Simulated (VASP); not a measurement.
Wanted: the native input for a VASP 6.6.1 run.

```yaml
Task: single point
Functional: r2SCAN
Potentials_or_basis: VASP PAW PBE potentials, release 64 (Al)
Cutoff: 520 eV
k_mesh: 8 × 8 × 8
Occupations: gaussian, width 0.1 eV
Spin: no spin polarisation
Dipole_correction: no
Further_INCAR_settings: ALGO = Normal; EDIFF = 1e-06; NBANDS = 8
```

The system is Al.

```xyz
1
Lattice="0.0000 2.0195 2.0195 2.0195 0.0000 2.0195 2.0195 2.0195 0.0000" Properties=species:S:1:pos:R:3 pbc="T T T"
Al    0.0000    0.0000    0.0000
```

The input as run:

POSCAR

```
Al
1.0
    0.0000000000      2.0194648466      2.0194648466
    2.0194648466      0.0000000000      2.0194648466
    2.0194648466      2.0194648466      0.0000000000
Al
1
Direct
    0.0000000000      0.0000000000      0.0000000000
```

INCAR.step1

```
SYSTEM = Al
ALGO = Normal
EDIFF = 1E-4
ENCUT = 520
GGA = PE
ISMEAR = 0
LASPH = .True.
LCHARG = .False.
LREAL = .False.
LWAVE = .True.
NBANDS = 8
NELM = 100
PREC = Accurate
SIGMA = 0.1
```

INCAR.step2

```
SYSTEM = Al
ALGO = Normal
EDIFF = 1E-6
ENCUT = 520
ISIF = 2
ISMEAR = 0
ISTART = 1
LASPH = .True.
LCHARG = .False.
LMIXTAU = .True.
LREAL = .False.
LWAVE = .False.
METAGGA = R2SCAN
NBANDS = 8
NELM = 100
PREC = Accurate
SIGMA = 0.1
```

KPOINTS

```
k-points
0
Gamma
  8 8 8
  0 0 0
```

Potentials or basis: VASP PAW PBE potentials, release 64 (Al).

The run is started by

```console
$ cat potpaw_PBE.64/Al/POTCAR > POTCAR
$ cp INCAR.step1 INCAR
$ mpirun -np 1 vasp_std > vasp.out
$ cp INCAR.step2 INCAR
$ mpirun -np 1 vasp_std > vasp.out
```

Results of the run:

- Pressure: -2.9 GPa

Caveat: the PAW data sets were made with another functional, which shifts forces and pressure a little.

Wall time 8.5 s on 1 thread of Intel Xeon 6975P-C (shared host), peak memory 0.13 GiB.
